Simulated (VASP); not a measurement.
Here is a VASP 6.6.1 calculation.

The input INCAR:

```
SYSTEM = BeS
PREC     = Accurate       ! precision mode
ENCUT    = 600            ! plane-wave cutoff, eV
EDIFF    = 1E-6           ! SCF threshold, eV
ISMEAR   = -1             ! smearing method
SIGMA    = 0.05           ! smearing width, eV
LREAL    = .FALSE.        ! projectors in reciprocal space
LASPH    = .TRUE.         ! aspherical terms in the spheres
NELM     = 60             ! most SCF steps
ALGO     = Normal         ! electronic algorithm
ISIF     = 3              ! what is computed and relaxed
LWAVE    = .FALSE.        ! write WAVECAR
LCHARG   = .FALSE.        ! write CHGCAR
GGA      = PS             ! functional
IBRION   = 2              ! ionic algorithm
NSW      = 100            ! ionic steps
EDIFFG   = -0.002         ! ionic threshold
```

Contents of KPOINTS:

```
Automatic mesh
0
G
  18 18 18
  0 0 0
```

File POSCAR:

```
BeS
1.0
    0.0000000000      2.4250000000      2.4250000000
    2.4250000000      0.0000000000      2.4250000000
    2.4250000000      2.4250000000      0.0000000000
Be S
1 1
Direct
    0.0000000000      0.0000000000      0.0000000000
    0.7500000000      0.7500000000      0.7500000000
```

Potentials or basis: VASP PAW PBE potentials, release 64 (Be, S).

Command:

```console
$ cat potpaw_PBE.64/Be/POTCAR potpaw_PBE.64/S/POTCAR > POTCAR
$ mpirun -np 1 vasp_std > vasp.out
```

Task: What does it give for the relaxed volume?

Result: 14.18 Å³/atom.

Task: What does it give for the space group after relaxing (to 0.05 Å)?

Result: F-43m (No. 216).

Task: What does it give for the relaxed cell?

Result: a = 3.423 Å, b = 3.423 Å, c = 3.423 Å, α = 60.00°, β = 60.00°, γ = 60.00°.

Task: Estimate the band gap on the k mesh.

Result: 2.92 eV, indirect (least direct gap 5.57 eV).

Final structure:
```
Be S
1.0
     0.00000    2.42049    2.42049
     2.42049    0.00000    2.42049
     2.42049    2.42049    0.00000
Be S
1 1
Direct
  0.00000 0.00000 0.00000
  0.75000 0.75000 0.75000
```

Caveat: the PAW data sets were made with another functional, which shifts forces and pressure a little. As with any semilocal functional, this PBEsol gap is likely too small.
